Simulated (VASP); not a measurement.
# Ca (P-1) in VASP: single point with LDA

Aim: the single point of Ca with LDA.

All numbers are computed with VASP 6.6.1; they aren't measurements. Logs are shortened: lines on timing, memory, paths and dates and some standing lists are left out, and cuts for length are marked.

## (1) The cell of the first run

The typed cell holds 1 atom: a = 3.901 Å, b = 3.800 Å, c = 3.988 Å, α = 109.46°, β = 112.90°, γ = 106.84°.

## (2) Single point, LDA (the cell strained at random)

INCAR reads:

```
SYSTEM = Ca
ALGO = Normal
EDIFF = 1E-7
ENCUT = 520
GGA = CA
ISIF = 2
ISMEAR = 0
LASPH = .TRUE.
LCHARG = .FALSE.
LREAL = .FALSE.
LWAVE = .FALSE.
NBANDS = 11
NELM = 60
PREC = Accurate
SIGMA = 0.05
```

KPOINTS reads:

```
k-points
0
G
  8 8 8
  0 0 0
```

POSCAR reads:

```
Ca
1.0
   -2.2731180000      2.1418110000      2.3373330000
    2.1679220000     -2.1612850000      2.2516110000
    2.3296730000      2.2178410000     -2.3568070000
Ca
1
Direct
    0.0000000000      0.0000000000      0.0000000000
```

Potentials or basis: VASP PAW LDA potentials, release 64 (Ca_sv).

The run is started by

```bash
cat potpaw_LDA.64/Ca_sv/POTCAR > POTCAR
mpirun -np 1 vasp_std > vasp.out
```

OUTCAR:

```text
SYSTEM = Ca
   EDIFF = 1E-7
   ENCUT = 520
   GGA = CA
   ISIF = 2
   ISMEAR = 0
   LASPH = .TRUE.
   LREAL = .FALSE.
   NELM = 60
   PREC = Accurate

 ion  position               nearest neighbor table
   1  0.000  0.000  0.000-

  LATTYP: Found a triclinic cell.
 ALAT       =     3.8423366559
 B/A-ratio  =     1.6513326058
 C/A-ratio  =     0.9890086123
 COS(alpha) =     0.0019762101
 COS(beta)  =     0.3490858031
 COS(gamma) =     0.8023438044

  Lattice vectors:

 A1 = (  -2.2244770000,  -2.1983670000,  -2.2321370000)
 A2 = (  -4.5541500000,  -4.4162080000,   0.1246700000)
 A3 = (  -2.1679220000,   2.1612850000,  -2.2516110000)

Analysis of symmetry for initial positions (statically):
=====================================================================
 Subroutine PRICEL returns:
 Original cell was already a primitive cell.

 Routine SETGRP: Setting up the symmetry group for a
 triclinic supercell.

 Subroutine GETGRP returns: Found  2 space group operations
 (whereof  2 operations were pure point group operations)
 out of a pool of  2 trial point group operations.

The static configuration has the point symmetry S_2 .

Analysis of symmetry for dynamics (positions and initial velocities):
=====================================================================
 Subroutine PRICEL returns:
 Original cell was already a primitive cell.

 Routine SETGRP: Setting up the symmetry group for a
 triclinic supercell.

 Subroutine GETGRP returns: Found  2 space group operations
 (whereof  2 operations were pure point group operations)
 out of a pool of  2 trial point group operations.

The dynamic configuration has the point symmetry S_2 .

 Subroutine INISYM returns: Found  2 space group operations
 (whereof  2 operations are pure point group operations),
 and found     1 'primitive' translations

----------------------------------------------------------------------------------------

                                     Primitive cell

  volume of cell :      44.9577

  direct lattice vectors                    reciprocal lattice vectors
    -2.273118000  2.141811000  2.337333000     0.002224679  0.230325239  0.218943483
     2.167922000 -2.161285000  2.251611000     0.227584374 -0.001955642  0.223123856
     2.329673000  2.217841000 -2.356807000     0.219632449  0.226553738  0.005996230

  length of vectors
     3.900967233  3.800104044  3.987572473     0.317790676  0.318720453  0.315596204

  position of ions in fractional coordinates (direct lattice)
     0.000000000  0.000000000  0.000000000

  ion indices of the primitive-cell ions
   primitive index   ion index
                 1           1

----------------------------------------------------------------------------------------

 KPOINTS: k-points

Automatic generation of k-mesh.
 Grid dimensions read from file:
 generate k-points for:    8    8    8

 Generating k-lattice:

  Cartesian coordinates                     Fractional coordinates (reciprocal lattice)
     0.000278085  0.028790655  0.027367935     0.125000000  0.000000000  0.000000000
     0.028448047 -0.000244455  0.027890482     0.000000000  0.125000000  0.000000000
     0.027454056  0.028319217  0.000749529     0.000000000 -0.000000000  0.125000000

  Length of vectors
     0.039723834  0.039840057  0.039449525

  Shift w.r.t. Gamma in fractional coordinates (k-lattice)
     0.000000000  0.000000000  0.000000000

 Subroutine IBZKPT returns following result:
 ===========================================

 Found    260 irreducible k-points:

 Following reciprocal coordinates:
            Coordinates               Weight
  0.000000  0.000000  0.000000      1.000000
  0.125000  0.000000  0.000000      2.000000
  0.250000  0.000000  0.000000      2.000000
  0.375000  0.000000  0.000000      2.000000
  0.500000  0.000000  0.000000      1.000000
  0.000000  0.125000 -0.000000      2.000000
[... 16 lines left out ...]
  0.125000  0.375000 -0.000000      2.000000
  0.250000  0.375000  0.000000      2.000000
 [... further k-points ...]
   k-points           NKPTS =    260   k-points in BZ     NKDIM =    260   number of bands    NBANDS=     11
   number of dos      NEDOS =    301   number of ions     NIONS =      1
   total plane-waves  NPLWV =  25200
   dimension x,y,z NGX =    30 NGY =   28 NGZ =   30
   dimension x,y,z NGXF=    60 NGYF=   56 NGZF=   60
   ions per type =               1
   NGX,Y,Z   is equivalent  to a cutoff of  12.78, 12.25, 12.51 a.u.
   NGXF,Y,Z  is equivalent  to a cutoff of  25.57, 24.50, 25.01 a.u.
 SYSTEM =  Ca
   PREC   = accura    normal or accurate (medium, high low for compatibility)
   ISTART =      0    job   : 0-new  1-cont  2-samecut
   ICHARG =      2    charge: 1-file 2-atom 10-const
   ISPIN  =      1    spin polarized calculation?
   LNONCOLLINEAR =      F non collinear calculations
   LSORBIT =      F    spin-orbit coupling
   LASPH  =      T    aspherical Exc in radial PAW
   ENCUT  =  520.0 eV  38.22 Ry    6.18 a.u.   7.25  7.07  7.41*2*pi/ulx,y,z
   NELM   =     60;   NELMIN=  2; NELMDL= -5     # of ELM steps
   EDIFF  = 0.1E-06   stopping-criterion for ELM
   LREAL  =      F    real-space projection
   EDIFFG = 0.1E-05   stopping-criterion for IOM
   NSW    =      0    number of steps for IOM
   IBRION =     -1    ionic relax: 0-MD 1-quasi-New 2-CG
   NFREE  =      0    steps in history (QN), initial steepest desc. (CG)
   ISIF   =      2    stress and relaxation
   ISYM   =      2    0-nonsym 1-usesym 2-fastsym
   POTIM  = 0.5000    time-step for ionic-motion
   TEBEG  =    0.0;   TEEND  =   0.0 temperature during run
   PSTRESS=    0.0 pullay stress
   NELECT =      10.0000    total number of electrons
   NUPDOWN=      -1.0000    fix difference up-down
   EMIN   =  10.00;   EMAX   =-10.00  energy-range for DOS
   EFERMI =   0.00;   METHOD = LEGACY
   ISMEAR =     0;   SIGMA  =   0.05  broadening in eV -4-tet -1-fermi 0-gaus
   EFERMI_NEDOS =   21; number of points for ismear=-14 and -15
   IALGO  =     38    algorithm
   IMIX   =      4    mixing-type and parameters
     AMIX     =   0.40;   BMIX     =  1.00
     AMIX_MAG =   1.60;   BMIX_MAG =  1.00
  volume/ion in A,a.u.               =      44.96       303.39
  Fermi-wavevector in a.u.,A,eV,Ry     =   0.991913  1.874443 13.386650  0.983891
  Thomas-Fermi vector in A             =   2.123688
   LORBIT       =      0    0 simple, 1 ext, 2 COOP (PROOUT), +10 PAW based schemes
   GGA     = CA    functional components
   LHFCALC =     F    Hartree Fock is set to
   AEXX    =    0.0000 exact exchange contribution
   IVDW    =     0    specifies the selected vdW correction
   LEPSILON=     F    determine dielectric tensor
   LRPA    =     F    only Hartree local field effects (RPA)
 non-spin polarized calculation
 Gauss-broadening in eV      SIGMA  =   0.05
  energy-cutoff  :      520.00
  volume of cell :       44.96
 maximum number of plane-waves:      1230
 NGX is ok and might be reduce to    30
   NGX = 15   NGY = 15   NGZ = 15

 number of electron      10.0000001 magnetization

 Free energy of the ion-electron system (eV)
  ---------------------------------------------------
  ext. energy  EPLUGINS =         0.00000000
  ---------------------------------------------------
  free energy    TOTEN  =        -2.12668464 eV

  energy without entropy =       -2.12495230  energy(sigma->0) =       -2.12581847

 E-fermi :   1.5924     XC(G=0):  -7.7604

 val. band max:        1.5691318020   @ k =  -0.1250   0.1250   0.5000
 cond. band min:       1.6081262751   @ k =   0.3750   0.5000   0.5000
 fundamental gap:      0.0389944731
 Fermi energy:         1.5923534723

 k-point     1 :       0.0000    0.0000    0.0000
  band No.  band energies     occupation
      1     -40.1676      2.00000
      2     -21.3846      2.00000
      3     -21.3812      2.00000
      4     -21.3792      2.00000
      5      -2.3592      2.00000
      6       3.4943      0.00000
      7       3.5994      0.00000
      8       3.8704      0.00000
      9       4.5596      0.00000
     10       4.7789      0.00000
     11      11.0629      0.00000

 k-point     2 :       0.1250    0.0000    0.0000
  band No.  band energies     occupation
      1     -40.1658      2.00000
      2     -21.4003      2.00000
      3     -21.3875      2.00000
      4     -21.3810      2.00000
      5      -2.0876      2.00000
      6       3.4206      0.00000
      7       3.6128      0.00000
      8       3.8563      0.00000
      9       4.4903      0.00000
     10       4.7077      0.00000
     11      11.0366      0.00000

 k-point     3 :       0.2500    0.0000    0.0000
  band No.  band energies     occupation
      1     -40.1614      2.00000
      2     -21.4424      2.00000
      3     -21.4019      2.00000
      4     -21.3813      2.00000
      5      -1.3148      2.00000
      6       3.0382      0.00000
      7       3.1720      0.00000
      8       4.3617      0.00000
      9       4.4970      0.00000
     10       4.7293      0.00000
     11       9.0030      0.00000

 k-point     4 :       0.3750    0.0000    0.0000
  band No.  band energies     occupation
      1     -40.1571      2.00000
      2     -21.4842      2.00000
      3     -21.4163      2.00000
      4     -21.3814      2.00000
      5      -0.1908      2.00000
      6       2.2749      0.00000
      7       2.8764      0.00000
      8       4.5554      0.00000
      9       4.8406      0.00000
     10       5.1493      0.00000
     11       7.1619      0.00000

 k-point     5 :       0.5000    0.0000    0.0000
  band No.  band energies     occupation
      1     -40.1553      2.00000
      2     -21.5013      2.00000
      3     -21.4222      2.00000
      4     -21.3815      2.00000
      5       0.7052      2.00000
      6       1.6129      0.56028
      7       2.7638      0.00000
      8       4.5239      0.00000
      9       4.9337      0.00000
     10       5.5965      0.00000
     11       6.4759      0.00000
[... 211 lines left out ...]
 k-point    21 :      -0.1250    0.2500   -0.0000
  band No.  band energies     occupation
      1     -40.1620      2.00000
      2     -21.4350      2.00000
      3     -21.3948      2.00000
      4     -21.3853      2.00000
      5      -1.5397      2.00000
      6       3.2269      0.00000
      7       3.4369      0.00000
      8       4.1318      0.00000
      9       4.2676      0.00000
     10       4.7443      0.00000
     11      10.1443      0.00000

 k-point    22 :       0.0000    0.3750    0.0000
  band No.  band energies     occupation
      1     -40.1556      2.00000
      2     -21.4932      2.00000
      3     -21.4231      2.00000
      4     -21.3765      2.00000
      5      -0.1757      2.00000
      6       2.2878      0.00000
      7       3.0864      0.00000
      8       4.3477      0.00000
      9       4.7103      0.00000
     10       5.1731      0.00000
     11       7.2290      0.00000

 k-point    23 :       0.1250    0.3750   -0.0000
  band No.  band energies     occupation
      1     -40.1538      2.00000
      2     -21.5006      2.00000
      3     -21.4325      2.00000
      4     -21.3829      2.00000
      5       0.5596      2.00000
      6       1.9198      0.00000
      7       2.9107      0.00000
      8       4.3123      0.00000
      9       4.7243      0.00000
     10       5.6340      0.00000
     11       6.5934      0.00000

 k-point    24 :       0.2500    0.3750    0.0000
  band No.  band energies     occupation
      1     -40.1527      2.00000
      2     -21.4884      2.00000
      3     -21.4492      2.00000
      4     -21.3945      2.00000
      5       1.4512      1.99993
      6       1.7107      0.00082
      7       2.4490      0.00000
      8       4.4817      0.00000
      9       4.6970      0.00000
     10       5.9055      0.00000
     11       6.2367      0.00000

 [... further k-points ...]

------------------------ aborting loop because EDIFF is reached ----------------------------------------

  FORCE on cell =-STRESS in cart. coord.  units (eV):
  Direction    XX          YY          ZZ          XY          YZ          ZX
  --------------------------------------------------------------------------------------
  -------------------------------------------------------------------------------------
  Total       -0.7009792     -0.6950220     -0.6967746     -0.0851873      0.0159411      0.1631664
  in kB      -24.9811073    -24.7688097    -24.8312689     -3.0358591      0.5680999      5.8148344
  external PRESSURE =     -24.8603953 kB  Pullay stress =       0.0000000 kB

 VOLUME and BASIS-vectors are now :
 -----------------------------------------------------------------------------
  energy-cutoff  :      520.00
  volume of cell :       44.96
      direct lattice vectors                 reciprocal lattice vectors
    -2.273118000  2.141811000  2.337333000     0.002224679  0.230325239  0.218943483
     2.167922000 -2.161285000  2.251611000     0.227584374 -0.001955642  0.223123856
     2.329673000  2.217841000 -2.356807000     0.219632449  0.226553738  0.005996230

 POSITION                                       TOTAL-FORCE (eV/Angst)
 -----------------------------------------------------------------------------------
      0.00000      0.00000      0.00000         0.000000      0.000000      0.000000
 -----------------------------------------------------------------------------------
    total drift:                               -0.000000     -0.000000      0.000000

  FREE ENERGIE OF THE ION-ELECTRON SYSTEM (eV)
  ---------------------------------------------------
  free  energy   TOTEN  =        -2.1266846386 eV

  energy  without entropy=       -2.1249523049  energy(sigma->0) =       -2.12581847
```

It took 56 s on 1 thread of Intel Xeon Platinum 8488C (Sapphire Rapids), shared host; peak memory 0.23 GiB.

Results:

| Property | Result |
| --- | --- |
| Free energy | -2.1267 eV |
| Pressure | -2.5 GPa |
| Band gap on the k mesh | zero (bands 5 and 6 overlap by 0.46 eV) |

Caveat: the cell differs from its parent crystal (the cell strained at random).

The gap in the log of VASP goes by the Fermi energy; the results here count the filled bands.